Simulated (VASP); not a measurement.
A run of VASP 6.6.1 is set up as follows.

File INCAR:

```
SYSTEM = Nb
PREC     = Accurate       ! precision mode
ENCUT    = 520            ! plane-wave cutoff, eV
EDIFF    = 1E-6           ! SCF threshold, eV
ISMEAR   = 1              ! smearing method
SIGMA    = 0.1            ! smearing width, eV
LREAL    = .False.        ! projectors in reciprocal space
LASPH    = .True.         ! aspherical terms in the spheres
NELM     = 80             ! most SCF steps
ALGO     = Normal         ! electronic algorithm
ISIF     = 2              ! what is computed and relaxed
LWAVE    = .False.        ! write WAVECAR
LCHARG   = .True.         ! write CHGCAR
GGA      = PE             ! functional
LELF     = .True.         ! ELF
LVHAR    = .True.       
NBANDS   = 12             ! bands
```

KPOINTS

```
regular mesh
0
Gamma
  23 23 23
  0 0 0
```

File POSCAR:

```
Nb
1.0
   -1.6545280251      1.6545280251      1.6545280251
    1.6545280251     -1.6545280251      1.6545280251
    1.6545280251      1.6545280251     -1.6545280251
Nb
1
Direct
    0.0000000000      0.0000000000      0.0000000000
```

Potentials or basis: VASP PAW PBE potentials, release 64 (Nb_sv).

Command:

```sh
$ cat potpaw_PBE.64/Nb_sv/POTCAR > POTCAR
$ mpirun -np 1 vasp_std > vasp.out
```

(1) What does it give for the pressure?

## Answers

(1) -0.4 GPa.
